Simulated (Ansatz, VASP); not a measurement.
# C: VASP beside Ansatz

POSCAR

```
C
1.0
    0.0000000000      1.7469644787      1.7469644787
    1.7469644787      0.0000000000      1.7469644787
    1.7469644787      1.7469644787      0.0000000000
C
2
Direct
    0.7500000000      0.7500000000      0.7500000000
    0.5000000000      0.5000000000      0.5000000000
```

Contents of INCAR.step1:

```
PREC     = Accurate       # precision mode
ENCUT    = 520            # plane-wave cutoff, eV
EDIFF    = 1E-5           # SCF threshold, eV
ISMEAR   = -1             # smearing method
SIGMA    = 0.05           # smearing width, eV
LREAL    = False          # projectors in reciprocal space
LASPH    = True           # aspherical terms in the spheres
NELM     = 80             # most SCF steps
ALGO     = Normal         # electronic algorithm
ISIF     = 2              # what is computed and relaxed
LWAVE    = True           # write WAVECAR
LCHARG   = False          # write CHGCAR
GGA      = PE             # functional
NBANDS   = 11             # bands
```

INCAR.step2

```
PREC     = Accurate       # precision mode
ENCUT    = 520            # plane-wave cutoff, eV
EDIFF    = 1E-6           # SCF threshold, eV
ISMEAR   = -1             # smearing method
SIGMA    = 0.05           # smearing width, eV
LREAL    = False          # projectors in reciprocal space
LASPH    = True           # aspherical terms in the spheres
NELM     = 80             # most SCF steps
ALGO     = Normal         # electronic algorithm
ISIF     = 2              # what is computed and relaxed
LWAVE    = False          # write WAVECAR
LCHARG   = False          # write CHGCAR
METAGGA  = R2SCAN         # meta-GGA
LHFCALC  = True           # exact exchange
AEXX     = 0.5            # exact-exchange fraction
LMIXTAU  = True         
PRECFOCK = Normal       
ISTART   = 1            
NBANDS   = 11             # bands
```

KPOINTS

```
regular mesh
0
Gamma
  7 7 7
```

The input input.yaml:

```yaml
crystal:
  lattice:
    - [0.0, 1.7469644787, 1.7469644787]
    - [1.7469644787, 0.0, 1.7469644787]
    - [1.7469644787, 1.7469644787, 0.0]
  atoms:
    - { symbol: C, position: [0.75, 0.75, 0.75] }
    - { symbol: C, position: [0.5, 0.5, 0.5] }
hamiltonian:
  xc: r2scan50
  pseudopotentials: { kind: paw }
kpoints:
  mp_grid: { grid: [7, 7, 7] }
scf:
  occupations: { method: fermi_dirac, width: 0.05 }
output:
  forces: true
  stress: true
  eigenvalues: true
  write_density: true
  write_potential: true
  elf: true
  volumetric_format: npy
```

Alike in both runs: task single point; functional r2SCAN50; k mesh 7 × 7 × 7; occupations fermi-dirac, width 0.05 eV; no spin polarisation.

|  | VASP | Ansatz |
| --- | --- | --- |
| version | VASP 6.6.1 | Ansatz 0.2.0 |
| potentials or method | VASP PAW PBE potentials, release 64 (C) | Ansatz PAW |
| plane-wave cutoff (eV) | 520 | 500 |
| valence electrons in the cell | 8 | 8 |

|  | VASP | Ansatz | Ansatz less VASP |
| --- | --- | --- | --- |
| gap on the k mesh at the Fermi level (eV) | 8.30 | 8.28 | -0.016 |
| least direct gap on the mesh (eV) | 10.09 | 10.08 | -0.010 |
| pressure (GPa) | 13.7 | 12.6 | -1.13 |

VASP's potentials were made for PBE, not for r2SCAN50.

The k mesh is coarse, so the values compare programs but aren't converged. Noted on Ansatz's run: odd divisions of the mesh miss points on the zone boundary, where band edges often lie, so the gap on the mesh can be too wide.
